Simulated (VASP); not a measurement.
A run of VASP 6.6.1:

File INCAR:

```
PREC = Accurate
ENCUT = 500
EDIFF = 1E-6
ISMEAR = 0
SIGMA = 0.1
LREAL = False
LASPH = True
NELM = 200
ALGO = Normal
ISIF = 2
LWAVE = False
LCHARG = False
GGA = PE
NBANDS = 23
GGA_COMPAT = False
LMAXMIX = 6
```

Contents of KPOINTS:

```
regular mesh
0
Gamma
  4 4 4
```

POSCAR

```
HoAlTe3
1.0
    5.3089477584      0.0000000000      0.0000000000
    0.0000000000      5.3089477584      0.0000000000
    0.0000000000      0.0000000000      5.3089477584
Ho Al Te
1 1 3
Direct
    0.5000000000      0.5000000000      0.5000000000
    0.0000000000      0.0000000000      0.0000000000
    0.5000000000      0.0000000000      0.0000000000
    0.0000000000      0.5000000000      0.0000000000
    0.0000000000      0.0000000000      0.5000000000
```

Potentials or basis: VASP PAW PBE potentials, release 64 (Ho_3, Al, Te), 4f in core.

Launch:

```console
$ cat potpaw_PBE.64/Ho_3/POTCAR potpaw_PBE.64/Al/POTCAR potpaw_PBE.64/Te/POTCAR > POTCAR
$ mpirun -np 1 vasp_std > vasp.out
```

Hardware: 1 thread of AMD EPYC 7R13 Processor (Zen 3) (shared host).

Problem. Estimate the wall time of this run.

Solution. Run time: 25 s on 1 thread of AMD EPYC 7R13 Processor (Zen 3), on a shared host, peak memory 0.23 GiB. Counts: scf iterations 13, k points 10.
